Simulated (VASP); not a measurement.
BP:

```xyz
2
Lattice="0.0000 2.2840 2.2840 2.2840 0.0000 2.2840 2.2840 2.2840 0.0000" Properties=species:S:1:pos:R:3 pbc="T T T"
P     3.4260    3.4260    3.4260
B     0.0000    0.0000    0.0000
```

Base run:

```yaml
Program: VASP 6.6.1
Functional: revPBE
Potentials_or_basis: VASP PAW PBE potentials, release 64 (P, B)
Cutoff: 520 eV
k_mesh: 10 × 10 × 10
Occupations: fermi-dirac, width 0.05 eV
Spin: no spin polarisation
```

Its results: band gap on the k mesh 1.27 eV, indirect (least direct gap 3.37 eV); pressure -0.3 GPa.

Problem. After a change of settings the same cell gave: band gap on the k mesh 1.16 eV, indirect (least direct gap 3.33 eV); pressure -4.9 GPa. Which change was it?
A. functional from revPBE to PBEsol
B. functional from revPBE to BLYP; dispersion from none to D4
C. functional from revPBE to PBE; dispersion from none to D3(BJ)
D. functional from revPBE to r2SCAN; dispersion from none to D3(BJ)

Solution. A.

PBEsol binds more tightly than revPBE, so the same cell stands under less pressure.

Caveats: the PAW data sets were made with another functional, which shifts forces and pressure a little.
